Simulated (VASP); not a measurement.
# Ti12H (a cell with a defect) in VASP: notebook, part 3 of 3

VASP 6.6.1.

## 5. Single point, PBE+D3(BJ)

File INCAR:

```
  PREC = Accurate
  ENCUT = 520
  EDIFF = 1E-6
  ISMEAR = 0
  SIGMA = 0.15
  LREAL = F
  LASPH = T
  NELM = 100
  ALGO = Normal
  ISIF = 2
  LWAVE = F
  LCHARG = F
  GGA = PE
  IVDW = 12
  NBANDS = 84
```

File KPOINTS:

```
Automatic mesh
0
Gamma
  3 2 4
```

File POSCAR:

```
Ti12H
1.0
    5.9000000000      0.0000000000      0.0000000000
   -4.4250000000      7.6643250000      0.0000000000
    0.0000000000      0.0000000000      4.6846000000
Ti H
12 1
Direct
   -0.0062671653     -0.0053822091     -0.0044904581
    0.1464917100      0.2127026190      0.5046292106
   -0.0050262858      0.3298533139     -0.0009979507
    0.1684936991      0.5530273051      0.4978922427
    0.0071143720      0.6692589367     -0.0011926312
    0.1726125061      0.8911063923      0.4970782991
    0.5025340751      0.0002716482     -0.0023227170
    0.6705286863      0.2158411863      0.5055490330
    0.4958041139      0.3327349767      0.0080429492
    0.6839337237      0.5715385243      0.5061194125
    0.4996768842      0.6667022862     -0.0017672800
    0.6605035220      0.8854657129      0.4973741621
    0.4992288291      0.3366623936      0.4457304786
```

Potentials or basis: VASP PAW PBE potentials, release 64 (Ti_sv, H).

Command:

```
cat potpaw_PBE.64/Ti_sv/POTCAR potpaw_PBE.64/H/POTCAR > POTCAR
mpirun -np 1 vasp_std > vasp.out
```

OUTCAR:

```text
PREC = Accurate
   ENCUT = 520
   EDIFF = 1E-6
   ISMEAR = 0
   LREAL = F
   LASPH = T
   NELM = 100
   ISIF = 2
   GGA = PE
   IVDW = 12
 IVDW          = 12

 ion  position               nearest neighbor table
   1  0.994  0.995  0.996-   2 2.84  12 2.89   6 2.89  12 2.90   6 2.91  11 2.91   2 2.91   5 2.92

   2  0.146  0.213  0.505-  13 1.82   8 2.82   1 2.84   3 2.86  12 2.88   3 2.90   1 2.91
   3  0.995  0.330  0.999-   8 2.85   2 2.86   8 2.90   4 2.90   2 2.90   4 2.90   7 2.91
   4  0.168  0.553  0.498-  11 2.89  11 2.89   3 2.90   5 2.90   3 2.90   5 2.91
   5  0.007  0.669  0.999-  10 2.84   6 2.89  10 2.90   4 2.90   6 2.90   4 2.91  11 2.92   1 2.92

   6  0.173  0.891  0.497-  10 2.86   7 2.88   5 2.89   7 2.89   1 2.89   5 2.90  12 2.90   1 2.91
                             8 2.91
   7  0.503  0.000  0.998-   8 2.84   6 2.88  12 2.89  12 2.89   6 2.89   8 2.90   3 2.91
   8  0.671  0.216  0.506-  13 1.82   2 2.82   7 2.84   3 2.85  12 2.89   3 2.90   7 2.90   6 2.91

   9  0.496  0.333  0.008-
  10  0.684  0.572  0.506-  13 1.82   5 2.84  11 2.85  12 2.85   6 2.86   5 2.90  11 2.91
  11  0.500  0.667  0.998-  10 2.85  12 2.88  12 2.88   4 2.89   4 2.89   1 2.91  10 2.91   5 2.92

  12  0.661  0.885  0.497-  10 2.85  11 2.88   2 2.88  11 2.88   7 2.89   7 2.89   1 2.89   8 2.89
                             1 2.90   6 2.90
  13  0.499  0.337  0.446-  10 1.82   8 1.82   2 1.82

  LATTYP: Found a simple monoclinic cell.
 ALAT       =     5.9000000000
 B/A-ratio  =     0.7940000000
 C/A-ratio  =     1.3228756849
 COS(beta)  =    -0.1889822323

  Lattice vectors:

 A1 = (   5.9000000000,   0.0000000000,   0.0000000000)
 A2 = (   0.0000000000,   0.0000000000,   4.6846000000)
 A3 = (  -1.4750000000,  -7.6643250000,   0.0000000000)

Analysis of symmetry for initial positions (statically):
=====================================================================
 Subroutine PRICEL returns:
 Original cell was already a primitive cell.

 Routine SETGRP: Setting up the symmetry group for a
 simple monoclinic supercell.

 Subroutine GETGRP returns: Found  1 space group operations
 (whereof  1 operations were pure point group operations)
 out of a pool of  4 trial point group operations.

The static configuration has the point symmetry C_1 .

Analysis of symmetry for dynamics (positions and initial velocities):
=====================================================================
 Subroutine PRICEL returns:
 Original cell was already a primitive cell.

 Routine SETGRP: Setting up the symmetry group for a
 simple monoclinic supercell.

 Subroutine GETGRP returns: Found  1 space group operations
 (whereof  1 operations were pure point group operations)
 out of a pool of  4 trial point group operations.

The dynamic configuration has the point symmetry C_1 .

 Subroutine INISYM returns: Found  1 space group operations
 (whereof  1 operations are pure point group operations),
 and found     1 'primitive' translations

----------------------------------------------------------------------------------------

                                     Primitive cell

  volume of cell :     211.8354

  direct lattice vectors                    reciprocal lattice vectors
[... 96 lines left out ...]
  0.333333 -0.000000  0.500000      2.000000
  0.000000  0.500000  0.500000      1.000000
  0.333333  0.500000  0.500000      2.000000
   k-points           NKPTS =     14   k-points in BZ     NKDIM =     14   number of bands    NBANDS=     84
   number of dos      NEDOS =    301   number of ions     NIONS =     13
   total plane-waves  NPLWV = 120960
   dimension x,y,z NGX =    48 NGY =   70 NGZ =   36
   dimension x,y,z NGXF=    96 NGYF=  140 NGZF=   72
   ions per type =              12   1
   NGX,Y,Z   is equivalent  to a cutoff of  13.53, 13.15, 12.78 a.u.
   NGXF,Y,Z  is equivalent  to a cutoff of  27.05, 26.30, 25.55 a.u.
 SYSTEM =  unknown system
   PREC   = accura    normal or accurate (medium, high low for compatibility)
   ISTART =      0    job   : 0-new  1-cont  2-samecut
   ICHARG =      2    charge: 1-file 2-atom 10-const
   ISPIN  =      1    spin polarized calculation?
   LNONCOLLINEAR =      F non collinear calculations
   LSORBIT =      F    spin-orbit coupling
   LASPH  =      T    aspherical Exc in radial PAW
   ENCUT  =  520.0 eV  38.22 Ry    6.18 a.u.  10.97 16.46  8.71*2*pi/ulx,y,z
   NELM   =    100;   NELMIN=  2; NELMDL= -5     # of ELM steps
   EDIFF  = 0.1E-05   stopping-criterion for ELM
   LREAL  =      F    real-space projection
[... 7 lines left out ...]
   TEBEG  =    0.0;   TEEND  =   0.0 temperature during run
   PSTRESS=    0.0 pullay stress
   NELECT =     145.0000    total number of electrons
   NUPDOWN=      -1.0000    fix difference up-down
   EMIN   =  10.00;   EMAX   =-10.00  energy-range for DOS
   EFERMI =   0.00;   METHOD = LEGACY
   ISMEAR =     0;   SIGMA  =   0.15  broadening in eV -4-tet -1-fermi 0-gaus
   EFERMI_NEDOS =   21; number of points for ismear=-14 and -15
   IALGO  =     38    algorithm
   IMIX   =      4    mixing-type and parameters
     AMIX     =   0.40;   BMIX     =  1.00
     AMIX_MAG =   1.60;   BMIX_MAG =  1.00
  volume/ion in A,a.u.               =      16.30       109.96
  Fermi-wavevector in a.u.,A,eV,Ry     =   1.442773  2.726446 28.321806  2.081594
  Thomas-Fermi vector in A             =   2.561256
   LORBIT       =      0    0 simple, 1 ext, 2 COOP (PROOUT), +10 PAW based schemes
   GGA     = PE    functional components
   LHFCALC =     F    Hartree Fock is set to
   AEXX    =    0.0000 exact exchange contribution
   IVDW    =    12    specifies the selected vdW correction
   LEPSILON=     F    determine dielectric tensor
   LRPA    =     F    only Hartree local field effects (RPA)
 non-spin polarized calculation
 Gauss-broadening in eV      SIGMA  =   0.15
  energy-cutoff  :      520.00
  volume of cell :      211.84
 maximum number of plane-waves:      5706
 NGX is ok and might be reduce to    48
   NGX = 21   NGY = 33   NGZ = 17

 number of electron     145.0000004 magnetization

 Free energy of the ion-electron system (eV)
  ---------------------------------------------------
  ext. energy  EPLUGINS =         0.00000000
  ---------------------------------------------------
  free energy    TOTEN  =       -97.71595946 eV

  energy without entropy =      -97.48184208  energy(sigma->0) =      -97.59890077

 E-fermi :   8.2716     XC(G=0): -11.4690

 val. band max:        8.2643446631   @ k =   0.3333  -0.0000   0.2500
 cond. band min:       8.2742993642   @ k =  -0.3333   0.0000   0.2500
 fundamental gap:      0.0099547012
 Fermi energy:         8.2716013259

 k-point     1 :       0.0000    0.0000    0.0000
  band No.  band energies     occupation
      1     -48.7144      2.00000
      2     -48.6086      2.00000
      3     -48.5560      2.00000
      4     -48.5399      2.00000
      5     -48.5147      2.00000
      6     -48.5078      2.00000
[... 1207 lines left out ...]
     83       8.7352      0.00001
     84       8.7422      0.00001

------------------------ aborting loop because EDIFF is reached ----------------------------------------

 Edisp (eV)   -7.28777

 E8    (eV) :    -3.4286

  FORCE on cell =-STRESS in cart. coord.  units (eV):
  Direction    XX          YY          ZZ          XY          YZ          ZX
  --------------------------------------------------------------------------------------
  -------------------------------------------------------------------------------------
  Total      -7.33452    -7.44610    -8.27673     0.31807     0.02457    -0.00394
  in kB     -55.47329   -56.31716   -62.59953     2.40564     0.18586    -0.02981
  external pressure =      -58.13 kB  Pullay stress =        0.00 kB

 VOLUME and BASIS-vectors are now :
 -----------------------------------------------------------------------------
  energy-cutoff  :      520.00
  volume of cell :      211.84
      direct lattice vectors                 reciprocal lattice vectors
     5.900000000  0.000000000  0.000000000     0.169491525  0.097855976  0.000000000
    -4.425000000  7.664325000  0.000000000     0.000000000  0.130474634  0.000000000
     0.000000000  0.000000000  4.684600000     0.000000000  0.000000000  0.213465397

 POSITION                                       TOTAL-FORCE (eV/Angst)
 -----------------------------------------------------------------------------------
      1.46184      7.62307      4.66356         0.000877      0.001339     -0.006963
     -0.07691      1.63022      2.36399        -0.003134      0.008664      0.066850
      4.41074      2.52810      4.67993         0.000570      0.001354      0.016789
     -1.45303      4.23858      2.33243        -0.002502      0.006466      0.003639
     -2.91950      5.12942      4.67901         0.003337      0.003816      0.013351
     -2.92473      6.82973      2.32861        -0.004246     -0.003057      0.002937
      2.96375      0.00208      4.67372         0.002178     -0.004181      0.008614
      3.00102      1.65428      2.36829        -0.002006      0.005079      0.061266
      1.45289      2.55019      0.03768         0.002117     -0.003095      0.080716
      1.50615      4.38046      2.37097        -0.005843     -0.004469      0.066532
     -0.00206      5.10982      4.67632        -0.001083      0.000520      0.014387
     -0.02121      6.78650      2.33000         0.000143     -0.001162      0.009208
      1.45572      2.58029      2.08807         0.009592     -0.011274     -0.337327
 -----------------------------------------------------------------------------------
    total drift:                               -0.000076      0.000103     -0.000529

  FREE ENERGIE OF THE ION-ELECTRON SYSTEM (eV)
  ---------------------------------------------------
  free  energy   TOTEN  =      -105.0037250055 eV

  energy  without entropy=     -104.7696076223  energy(sigma->0) =     -104.88666631
```

Run time: 14 min. Hardware: 1 thread of Oxide Virtual Turin-like, shared host; peak memory 0.41 GiB.

What came out:

```
Free energy                : -105.0037 eV
Pressure                   : -5.8 GPa
Largest force              : 0.338 eV/Å
Dispersion energy per atom : -0.561 eV
```

Forces in eV/Å, atoms in the order of the input:
```
Ti   0.001  0.001 -0.007
Ti  -0.003  0.009  0.067
Ti   0.001  0.001  0.017
Ti  -0.003  0.006  0.004
Ti   0.003  0.004  0.013
Ti  -0.004 -0.003  0.003
Ti   0.002 -0.004  0.009
Ti  -0.002  0.005  0.061
Ti   0.002 -0.003  0.081
Ti  -0.006 -0.004  0.067
Ti  -0.001  0.001  0.014
Ti   0.000 -0.001  0.009
H    0.010 -0.011 -0.337
```

Levels at points of the mesh, in eV from the Fermi level:
```csv
k point,band 68,band 69,band 70,band 71,band 72,band 73,band 74,band 75,band 76,band 77
"(0.00, 0.00, 0.00)",-0.80,-0.70,-0.58,0.11,0.25,0.43,0.44,0.51,0.55,0.58
"(0.00, 0.50, 0.00)",-0.68,-0.43,-0.34,-0.17,0.01,0.13,0.24,0.39,0.40,0.53
"(0.00, 0.00, 0.50)",-0.64,-0.63,-0.63,-0.10,-0.03,0.05,0.07,0.08,0.11,0.24
"(0.00, 0.50, 0.50)",-0.62,-0.41,-0.38,-0.36,-0.35,-0.04,0.03,0.10,0.10,0.25
```

Caveat: the k points lie up to 0.41 Å⁻¹ apart.
